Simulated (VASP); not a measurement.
**K: single point with LDA**

K:

```
K
1.0
     0.00000    2.68235    2.68235
     2.68235    0.00000    2.68235
     2.68235    2.68235    0.00000
K
1
Direct
  0.00000 0.00000 0.00000
```

This isn't the form of K at room conditions, which is bcc.

```json
{
 "Program": "VASP 6.6.1",
 "Task": "single point",
 "Functional": "LDA",
 "Potentials or basis": "VASP PAW LDA potentials, release 64 (K_sv)",
 "Cutoff": "520 eV",
 "k mesh": "12 × 12 × 12",
 "Occupations": "fermi-dirac, width 0.08 eV",
 "Spin": "no spin polarisation",
 "Dipole correction": "no",
 "Further INCAR settings": "ALGO = Normal; EDIFF = 1e-07; NBANDS = 10"
}
```

```json
{
  "Pressure": "5.9 GPa",
  "Band gap on the k mesh": "zero (an odd number of electrons rules out a gap without spin polarisation)"
}
```

Levels at points of the mesh, in eV from the Fermi level:
```
           k point  band 2  band 3  band 4  band 5  band 6  band 7  band 8  band 9
(0.00, 0.00, 0.00)  -15.25  -15.25  -15.25   -3.17    4.45    4.45    4.45    6.35
(0.50, 0.00, 0.00)  -15.81  -15.32  -15.32    0.05    1.21    4.16    4.16    7.65
(0.50, 0.50, 0.00)  -15.76  -15.44  -15.44    0.26    1.74    2.64    7.66    7.82
```

It took 21 s on 1 thread of Intel(R) Xeon(R) Platinum 8259CL CPU @ 2.50GHz (Skylake/Cascade Lake), on a shared host, peak memory 0.15 GiB.

Caveat: the cell stands under pressure.
